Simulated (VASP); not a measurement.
# TeMo3 (Pm-3m) in VASP: notebook

TeMo3 is run at these levels: PBE; tasks: single point.

All numbers are computed with VASP 6.6.1; they aren't measurements. Logs are shortened: lines on timing, memory, paths and dates and some standing lists are left out, and cuts for length are marked.

## 1. The cell of the first run

Symmetry: Pm-3m, No. 221, cubic system. The conventional cell has a = 4.223 Å, b = 4.223 Å, c = 4.223 Å, α = 90.00°, β = 90.00°, γ = 90.00°. Te (site symmetry m-3m) has 12 Mo at 2.99 Å within 3.9 Å. Within 3.9 Å of Mo (site symmetry 4/mmm) lie 4 Te at 2.99 Å and 8 Mo at 2.99 Å.

## 2. Single point, PBE

INCAR

```
ALGO = Normal
EDIFF = 1E-6
ENCUT = 500
GGA = PE
GGA_COMPAT = False
ISIF = 2
ISMEAR = 0
LASPH = True
LCHARG = False
LREAL = False
LWAVE = False
NBANDS = 32
NELM = 120
PREC = Accurate
SIGMA = 0.1
```

KPOINTS

```
k-points
0
Gamma
  4 4 4
```

POSCAR

```
TeMo3
1.0
    4.2233228596      0.0000000000      0.0000000000
    0.0000000000      4.2233228596      0.0000000000
    0.0000000000      0.0000000000      4.2233228596
Te Mo
1 3
Direct
    0.0000000000      0.0000000000      0.0000000000
    0.0000000000      0.5000000000      0.5000000000
    0.5000000000      0.0000000000      0.5000000000
    0.5000000000      0.5000000000      0.0000000000
```

Potentials or basis: VASP PAW PBE potentials, release 64 (Te, Mo_sv).

Command:

```bash
> cat potpaw_PBE.64/Te/POTCAR potpaw_PBE.64/Mo_sv/POTCAR > POTCAR
> mpirun -np 1 vasp_std > vasp.out
```

OUTCAR:

```text
EDIFF = 1E-6
   ENCUT = 500
   GGA = PE
   ISIF = 2
   ISMEAR = 0
   LASPH = True
   LREAL = False
   NELM = 120
   PREC = Accurate

 ion  position               nearest neighbor table
   1  0.000  0.000  0.000-   2 2.99   3 2.99   4 2.99   2 2.99   3 2.99   2 2.99   4 2.99   2 2.99
                             3 2.99   4 2.99   3 2.99   4 2.99
   2  0.000  0.500  0.500-   1 2.99   3 2.99   4 2.99   1 2.99   4 2.99   1 2.99   3 2.99   1 2.99
                             3 2.99   4 2.99   4 2.99   3 2.99
   3  0.500  0.000  0.500-   1 2.99   2 2.99   4 2.99   1 2.99   4 2.99   2 2.99   4 2.99   4 2.99
                             1 2.99   2 2.99   1 2.99   2 2.99
   4  0.500  0.500  0.000-   1 2.99   2 2.99   3 2.99   2 2.99   3 2.99   1 2.99   3 2.99   3 2.99
                             1 2.99   2 2.99   2 2.99   1 2.99

  LATTYP: Found a simple cubic cell.
 ALAT       =     4.2233228596

  Lattice vectors:

 A1 = (   4.2233228596,   0.0000000000,   0.0000000000)
 A2 = (   0.0000000000,   4.2233228596,   0.0000000000)
 A3 = (   0.0000000000,   0.0000000000,   4.2233228596)

Analysis of symmetry for initial positions (statically):
=====================================================================
 Subroutine PRICEL returns:
 Original cell was already a primitive cell.

 Routine SETGRP: Setting up the symmetry group for a
 simple cubic supercell.

 Subroutine GETGRP returns: Found 48 space group operations
 (whereof 48 operations were pure point group operations)
 out of a pool of 48 trial point group operations.

The static configuration has the point symmetry O_h .

Analysis of symmetry for dynamics (positions and initial velocities):
=====================================================================
 Subroutine PRICEL returns:
 Original cell was already a primitive cell.

 Routine SETGRP: Setting up the symmetry group for a
 simple cubic supercell.

 Subroutine GETGRP returns: Found 48 space group operations
 (whereof 48 operations were pure point group operations)
 out of a pool of 48 trial point group operations.

The dynamic configuration has the point symmetry O_h .

 Subroutine INISYM returns: Found 48 space group operations
 (whereof 48 operations are pure point group operations),
 and found     1 'primitive' translations

----------------------------------------------------------------------------------------

                                     Primitive cell

  volume of cell :      75.3291

  direct lattice vectors                    reciprocal lattice vectors
     4.223322860  0.000000000  0.000000000     0.236780382  0.000000000  0.000000000
     0.000000000  4.223322860  0.000000000     0.000000000  0.236780382  0.000000000
     0.000000000  0.000000000  4.223322860     0.000000000  0.000000000  0.236780382

  length of vectors
     4.223322860  4.223322860  4.223322860     0.236780382  0.236780382  0.236780382

  position of ions in fractional coordinates (direct lattice)
     0.000000000  0.000000000  0.000000000
     0.000000000  0.500000000  0.500000000
     0.500000000  0.000000000  0.500000000
     0.500000000  0.500000000  0.000000000

  ion indices of the primitive-cell ions
   primitive index   ion index
                 1           1
                 2           2
                 3           3
                 4           4

----------------------------------------------------------------------------------------

 KPOINTS: k-points

Automatic generation of k-mesh.
 Grid dimensions read from file:
 generate k-points for:    4    4    4

 Generating k-lattice:

  Cartesian coordinates                     Fractional coordinates (reciprocal lattice)
     0.059195095  0.000000000  0.000000000     0.250000000  0.000000000  0.000000000
     0.000000000  0.059195095  0.000000000     0.000000000  0.250000000  0.000000000
     0.000000000  0.000000000  0.059195095     0.000000000  0.000000000  0.250000000

  Length of vectors
     0.059195095  0.059195095  0.059195095

  Shift w.r.t. Gamma in fractional coordinates (k-lattice)
     0.000000000  0.000000000  0.000000000

 Subroutine IBZKPT returns following result:
 ===========================================

 Found     10 irreducible k-points:

 Following reciprocal coordinates:
            Coordinates               Weight
  0.000000  0.000000  0.000000      1.000000
  0.250000  0.000000  0.000000      6.000000
  0.500000  0.000000  0.000000      3.000000
  0.250000  0.250000  0.000000     12.000000
  0.500000  0.250000  0.000000     12.000000
  0.500000  0.500000  0.000000      3.000000
  0.250000  0.250000  0.250000      8.000000
  0.500000  0.250000  0.250000     12.000000
  0.500000  0.500000  0.250000      6.000000
  0.500000  0.500000  0.500000      1.000000
   k-points           NKPTS =     10   k-points in BZ     NKDIM =     10   number of bands    NBANDS=     32
   number of dos      NEDOS =    301   number of ions     NIONS =      4
   total plane-waves  NPLWV =  32768
   dimension x,y,z NGX =    32 NGY =   32 NGZ =   32
   dimension x,y,z NGXF=    64 NGYF=   64 NGZF=   64
   ions per type =               1   3
   NGX,Y,Z   is equivalent  to a cutoff of  12.60, 12.60, 12.60 a.u.
   NGXF,Y,Z  is equivalent  to a cutoff of  25.19, 25.19, 25.19 a.u.
 SYSTEM =  unknown system
   PREC   = accura    normal or accurate (medium, high low for compatibility)
   ISTART =      0    job   : 0-new  1-cont  2-samecut
   ICHARG =      2    charge: 1-file 2-atom 10-const
   ISPIN  =      1    spin polarized calculation?
   LNONCOLLINEAR =      F non collinear calculations
   LSORBIT =      F    spin-orbit coupling
   LASPH  =      T    aspherical Exc in radial PAW
   ENCUT  =  500.0 eV  36.75 Ry    6.06 a.u.   7.70  7.70  7.70*2*pi/ulx,y,z
   NELM   =    120;   NELMIN=  2; NELMDL= -5     # of ELM steps
   EDIFF  = 0.1E-05   stopping-criterion for ELM
   LREAL  =      F    real-space projection
   EDIFFG = 0.1E-04   stopping-criterion for IOM
   NSW    =      0    number of steps for IOM
   IBRION =     -1    ionic relax: 0-MD 1-quasi-New 2-CG
   NFREE  =      0    steps in history (QN), initial steepest desc. (CG)
   ISIF   =      2    stress and relaxation
   ISYM   =      2    0-nonsym 1-usesym 2-fastsym
   POTIM  = 0.5000    time-step for ionic-motion
   TEBEG  =    0.0;   TEEND  =   0.0 temperature during run
   PSTRESS=    0.0 pullay stress
   NELECT =      48.0000    total number of electrons
   NUPDOWN=      -1.0000    fix difference up-down
   EMIN   =  10.00;   EMAX   =-10.00  energy-range for DOS
   EFERMI =   0.00;   METHOD = LEGACY
   ISMEAR =     0;   SIGMA  =   0.10  broadening in eV -4-tet -1-fermi 0-gaus
   EFERMI_NEDOS =   21; number of points for ismear=-14 and -15
   IALGO  =     38    algorithm
   IMIX   =      4    mixing-type and parameters
     AMIX     =   0.40;   BMIX     =  1.00
     AMIX_MAG =   1.60;   BMIX_MAG =  1.00
  volume/ion in A,a.u.               =      18.83       127.09
  Fermi-wavevector in a.u.,A,eV,Ry     =   1.408751  2.662154 27.001849  1.984580
  Thomas-Fermi vector in A             =   2.530877
   LORBIT       =      0    0 simple, 1 ext, 2 COOP (PROOUT), +10 PAW based schemes
   GGA     = PE    functional components
   LHFCALC =     F    Hartree Fock is set to
   AEXX    =    0.0000 exact exchange contribution
   IVDW    =     0    specifies the selected vdW correction
   LEPSILON=     F    determine dielectric tensor
   LRPA    =     F    only Hartree local field effects (RPA)
 non-spin polarized calculation
 Gauss-broadening in eV      SIGMA  =   0.10
  energy-cutoff  :      500.00
  volume of cell :       75.33
 maximum number of plane-waves:      1936
 NGX is ok and might be reduce to    32
   NGX = 15   NGY = 15   NGZ = 15

 number of electron      48.0000014 magnetization

 Free energy of the ion-electron system (eV)
  ---------------------------------------------------
  ext. energy  EPLUGINS =         0.00000000
  ---------------------------------------------------
  free energy    TOTEN  =       -33.00828217 eV

  energy without entropy =      -32.95113087  energy(sigma->0) =      -32.97970652

 E-fermi :  11.4868     XC(G=0): -12.2448

 val. band max:       11.4839183344   @ k =   0.5000   0.5000   0.2500
 cond. band min:      11.4919294359   @ k =   0.2500   0.2500   0.0000
 fundamental gap:      0.0080111015
 Fermi energy:        11.4868091707

 k-point     1 :       0.0000    0.0000    0.0000
  band No.  band energies     occupation
      1     -49.8028      2.00000
      2     -49.6869      2.00000
      3     -49.6869      2.00000
      4     -24.0887      2.00000
      5     -24.0887      2.00000
      6     -24.0887      2.00000
[... 24 lines left out ...]
     31      14.5271      0.00000
     32      14.5271      0.00000

 k-point     2 :       0.2500    0.0000    0.0000
  band No.  band energies     occupation
      1     -49.7879      2.00000
      2     -49.7016      2.00000
      3     -49.6868      2.00000
      4     -24.0464      2.00000
      5     -24.0464      2.00000
      6     -24.0266      2.00000
[... 24 lines left out ...]
     31      13.3107      0.00000
     32      14.5297      0.00000

 k-point     3 :       0.5000    0.0000    0.0000
  band No.  band energies     occupation
      1     -49.7640      2.00000
      2     -49.7255      2.00000
      3     -49.6867      2.00000
      4     -23.9858      2.00000
      5     -23.9858      2.00000
      6     -23.9237      2.00000
[... 24 lines left out ...]
     31      13.9036      0.00000
     32      14.5323      0.00000

 k-point     4 :       0.2500    0.2500    0.0000
  band No.  band energies     occupation
      1     -49.7748      2.00000
      2     -49.7060      2.00000
      3     -49.6951      2.00000
      4     -24.0717      2.00000
      5     -24.0031      2.00000
      6     -23.9459      2.00000
[... 24 lines left out ...]
     31      13.7267      0.00000
     32      14.2060      0.00000

 k-point     5 :       0.5000    0.2500    0.0000
  band No.  band energies     occupation
      1     -49.7526      2.00000
      2     -49.7253      2.00000
      3     -49.6979      2.00000
      4     -24.0393      2.00000
      5     -23.9765      2.00000
      6     -23.9376      2.00000
[... 24 lines left out ...]
     31      14.2868      0.00000
     32      14.3869      0.00000

 k-point     6 :       0.5000    0.5000    0.0000
  band No.  band energies     occupation
      1     -49.7252      2.00000
      2     -49.7252      2.00000
      3     -49.7251      2.00000
      4     -24.1049      2.00000
      5     -23.9525      2.00000
      6     -23.8723      2.00000
[... 24 lines left out ...]
     31      14.2445      0.00000
     32      14.2529      0.00000

 k-point     7 :       0.2500    0.2500    0.2500
  band No.  band energies     occupation
      1     -49.7639      2.00000
      2     -49.7059      2.00000
      3     -49.7059      2.00000
      4     -24.1084      2.00000
      5     -23.9900      2.00000
      6     -23.9900      2.00000
[... 24 lines left out ...]
     31      14.1502      0.00000
     32      14.7615      0.00000

 k-point     8 :       0.5000    0.2500    0.2500
  band No.  band energies     occupation
      1     -49.7444      2.00000
      2     -49.7251      2.00000
      3     -49.7057      2.00000
      4     -24.0713      2.00000
      5     -24.0473      2.00000
      6     -24.0211      2.00000
[... 24 lines left out ...]
     31      13.5745      0.00000
     32      13.7464      0.00000

 k-point     9 :       0.5000    0.5000    0.2500
  band No.  band energies     occupation
      1     -49.7249      2.00000
      2     -49.7249      2.00000
      3     -49.7249      2.00000
      4     -24.1031      2.00000
      5     -24.0870      2.00000
      6     -24.0321      2.00000
[... 24 lines left out ...]
     31      13.8478      0.00000
     32      13.8478      0.00000

 k-point    10 :       0.5000    0.5000    0.5000
  band No.  band energies     occupation
      1     -49.7247      2.00000
      2     -49.7247      2.00000
      3     -49.7247      2.00000
      4     -24.1705      2.00000
      5     -24.1013      2.00000
      6     -24.1013      2.00000
[... 24 lines left out ...]
     31      14.0123      0.00000
     32      14.0123      0.00000

------------------------ aborting loop because EDIFF is reached ----------------------------------------

  FORCE on cell =-STRESS in cart. coord.  units (eV):
  Direction    XX          YY          ZZ          XY          YZ          ZX
  --------------------------------------------------------------------------------------
  -------------------------------------------------------------------------------------
  Total       -7.2194254     -7.2194254     -7.2194254      0.0000000     -0.0000000      0.0000000
  in kB     -153.5501929   -153.5501929   -153.5501929      0.0000000     -0.0000000      0.0000000
  external PRESSURE =    -153.5501929 kB  Pullay stress =       0.0000000 kB

 VOLUME and BASIS-vectors are now :
 -----------------------------------------------------------------------------
  energy-cutoff  :      500.00
  volume of cell :       75.33
      direct lattice vectors                 reciprocal lattice vectors
     4.223322860  0.000000000  0.000000000     0.236780382  0.000000000  0.000000000
     0.000000000  4.223322860  0.000000000     0.000000000  0.236780382  0.000000000
     0.000000000  0.000000000  4.223322860     0.000000000  0.000000000  0.236780382

 POSITION                                       TOTAL-FORCE (eV/Angst)
 -----------------------------------------------------------------------------------
      0.00000      0.00000      0.00000         0.000000      0.000000      0.000000
      0.00000      2.11166      2.11166         0.000000      0.000000      0.000000
      2.11166      0.00000      2.11166         0.000000      0.000000      0.000000
      2.11166      2.11166      0.00000         0.000000      0.000000      0.000000
 -----------------------------------------------------------------------------------
    total drift:                                0.000000     -0.000000     -0.000000

  FREE ENERGIE OF THE ION-ELECTRON SYSTEM (eV)
  ---------------------------------------------------
  free  energy   TOTEN  =       -33.0082821707 eV

  energy  without entropy=      -32.9511308705  energy(sigma->0) =      -32.97970652
```

It took 33 s on 1 thread of AMD EPYC 7R13, shared host; peak memory 0.15 GiB.

What came out:

* Free energy: -33.0083 eV
* Pressure: -15.4 GPa
* Band gap on the k mesh: zero (band 24 reaches 11.96 eV, above the bottom of band 25 at 11.19 eV)

Caveat: the k points lie up to 0.37 Å⁻¹ apart; spin-orbit coupling is left out, which moves the levels of the heavy elements.

[end of part 1 of 2]
